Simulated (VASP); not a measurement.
Write the native input for VASP 6.6.1 that does the following.

| Quantity | Value |
| --- | --- |
| Task | single point |
| Functional | PBE |
| Potentials or basis | VASP PAW PBE potentials, release 64 (Ga_d, N) |
| Cutoff | 520 eV |
| k mesh | 8 × 8 × 8 |
| Occupations | gaussian, width 0.01 eV |
| Spin | non-collinear spin, zero start, spin-orbit coupling |
| Starting moments | [[0.0, 0.0, 0.0], [0.0, 0.0, 0.0]] μB |
| Dipole correction | no |
| Further INCAR settings | ALGO = Normal; EDIFF = 1e-06; NBANDS = 30 |

The structure of GaN lies in POSCAR:

```
GaN
1.0
    0.0000000000      2.2489525415      2.2489525415
    2.2489525415      0.0000000000      2.2489525415
    2.2489525415      2.2489525415      0.0000000000
Ga N
1 1
Direct
    0.0000000000      0.0000000000      0.0000000000
    0.2500000000      0.2500000000      0.2500000000
```

One way to write it, as run:

INCAR

```
SYSTEM = GaN
PREC     = Accurate       ! precision mode
ENCUT    = 520            ! plane-wave cutoff, eV
EDIFF    = 1E-6           ! SCF threshold, eV
ISMEAR   = 0              ! smearing method
SIGMA    = 0.01           ! smearing width, eV
LREAL    = .FALSE.        ! projectors in reciprocal space
LASPH    = .TRUE.         ! aspherical terms in the spheres
NELM     = 150            ! most SCF steps
ALGO     = Normal         ! electronic algorithm
ISIF     = 2              ! what is computed and relaxed
LWAVE    = .FALSE.        ! write WAVECAR
LCHARG   = .FALSE.        ! write CHGCAR
MAGMOM   = 0 0 0 0 0 0    ! initial moments
LORBIT   = 11             ! projections on sites
LSORBIT  = .TRUE.         ! spin-orbit coupling
GGA_COMPAT= .FALSE.      
LORBMOM  = .TRUE.       
GGA      = PE             ! functional
NBANDS   = 30             ! bands
```

KPOINTS

```
Automatic mesh
0
G
  8 8 8
  0 0 0
```

Potentials or basis: VASP PAW PBE potentials, release 64 (Ga_d, N).

Run with:

```bash
$ cat potpaw_PBE.64/Ga_d/POTCAR potpaw_PBE.64/N/POTCAR > POTCAR
$ mpirun -np 1 vasp_ncl > vasp.out
```

It gave:

```
Pressure                                              : 6.3 GPa
Net moment                                            : 0.00 μB per cell
Valence electrons inside the program's atomic spheres : Ga 11.88; N 3.75
```

It took 53 s on 1 thread of Intel(R) Xeon(R) Platinum 8259CL CPU @ 2.50GHz (Skylake/Cascade Lake), with other jobs on the host, peak memory 0.22 GiB.
